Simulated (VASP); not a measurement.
Wanted: the native input for a VASP 6.6.1 run.

* Task: single point
* Functional: PBEsol
* Potentials or basis: VASP PAW PBE potentials, release 64 (Si)
* Cutoff: 520 eV
* k mesh: 7 × 5 × 1
* Occupations: fermi-dirac, width 0.02 eV
* Spin: no spin polarisation
* Dipole correction: yes
* Further INCAR settings: ALGO = Normal; EDIFF = 1e-07; NBANDS = 16

The structure of Si lies in POSCAR:

```
Si
1.0
    3.8424174448      0.0000000000      0.0000000000
    0.0000000000      5.4339988627      0.0000000000
    0.0000000000      0.0000000000     17.9212000000
Si
4
Direct
    0.0000000000      0.3670773233      0.4515308934
    0.5000000000      0.1329226767      0.4515308934
    0.5000000000      0.8670771925      0.5484691066
    0.0000000000      0.6329228075      0.5484691066
```

The input as run:

INCAR

```
  PREC = Accurate
  ENCUT = 520
  EDIFF = 1E-7
  ISMEAR = -1
  SIGMA = 0.02
  LREAL = F
  LASPH = T
  NELM = 80
  ALGO = Normal
  ISIF = 2
  LWAVE = F
  LCHARG = F
  LDIPOL = T
  IDIPOL = 3
  DIPOL = 0.5 0.5 0.500
  GGA = PS
  NBANDS = 16
```

KPOINTS

```
Automatic mesh
0
Gamma
  7 5 1
```

Potentials or basis: VASP PAW PBE potentials, release 64 (Si).

Command:

```sh
$ cat potpaw_PBE.64/Si/POTCAR > POTCAR
$ mpirun -np 1 vasp_std > vasp.out
```

It gave:

| Property | Result |
| --- | --- |
| Largest force | 0.014 eV/Å |
| Band gap on the k mesh | zero (bands 8 and 9 overlap by 0.11 eV) |

Caveat: the PAW data sets were made with another functional, which shifts forces and pressure a little.

Run time: 82 s on 1 thread of Intel(R) Xeon(R) 6975P-C (Granite Rapids), on a shared host, peak memory 0.4 GiB.
